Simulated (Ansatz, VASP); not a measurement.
**FeNi3: VASP beside Ansatz**

File INCAR:

```
SYSTEM = FeNi3
  PREC = Accurate
  ENCUT = 600
  EDIFF = 1E-7
  ISMEAR = -1
  SIGMA = 0.1
  LREAL = .False.
  LASPH = .True.
  NELM = 150
  ALGO = Normal
  ISIF = 3
  LWAVE = .False.
  LCHARG = .False.
  ISPIN = 2
  MAGMOM = 3.5 1.5 1.5 1.5
  LORBIT = 11
  LMAXMIX = 4
  GGA = PS
  IBRION = 2
  NSW = 80
  EDIFFG = -0.01
```

The input KPOINTS:

```
Automatic mesh
0
Gamma
  6 6 6
  0 0 0
```

The input POSCAR:

```
FeNi3
1.0
    3.5450000000      0.0000000000      0.0000000000
    0.0000000000      3.5450000000      0.0000000000
    0.0000000000      0.0000000000      3.5450000000
Fe Ni
1 3
Direct
    0.0000000000      0.0000000000      0.0000000000
    0.0000000000      0.5000000000      0.5000000000
    0.5000000000      0.0000000000      0.5000000000
    0.5000000000      0.5000000000      0.0000000000
```

Input for Ansatz:

```yaml
crystal:
  lattice:
    bravais: cubic
    a: 3.545
  space_group: 221
  atoms:
    - { symbol: Fe, position: [0.0, 0.0, 0.0] }
    - { symbol: Ni, position: [0.0, 0.5, 0.5] }
basis:
  ecutwfc: 571.4391111657479
kpoints:
  mp_grid:
    grid: [6, 6, 6]
hamiltonian:
  xc: pbesol
  dispersion: none
magnetization:
  spin_polarized: true
  per_species:
    Fe: 3.5
    Ni: 1.5
scf:
  occupations:
    method: fermi_dirac
relax:
  cell: {}
```

Alike in both runs: task relaxation of cell and atoms; functional PBEsol; k mesh 6 × 6 × 6; collinear spin.

|  | VASP | Ansatz |
| --- | --- | --- |
| version | VASP 6.6.1 | Ansatz 0.2.0 |
| potentials or method | VASP PAW PBE potentials, release 64 (Fe, Ni), cutoff 600 eV | plane waves, PAW |
| occupations | fermi-dirac, width 0.1 eV | fermi-dirac |
| valence electrons in the cell | 38 | 70 |

VASP gave:

```
net moment per atom (μB)                                                      : 1.20
size of the moment on the site where the two differ most (μB)                 : 0.65
relaxed volume (Å³/atom)                                                      : 10.63
relaxed length of the cell vector where the two differ most in proportion (Å) : 3.490
```

Question: What did Ansatz give for the same quantities?

Answer: net moment per atom (μB): 1.21; size of the moment on the site where the two differ most (μB): 0.71; relaxed volume (Å³/atom): 10.63; relaxed length of the cell vector where the two differ most in proportion (Å): 3.491.

VASP's potentials were made for PBE, not for PBEsol. Site moments also hang on the region over which each program counts them. VASP's potentials hold 38 valence electrons a cell and Ansatz's 70, so a difference there can come from the potentials and not from the codes.
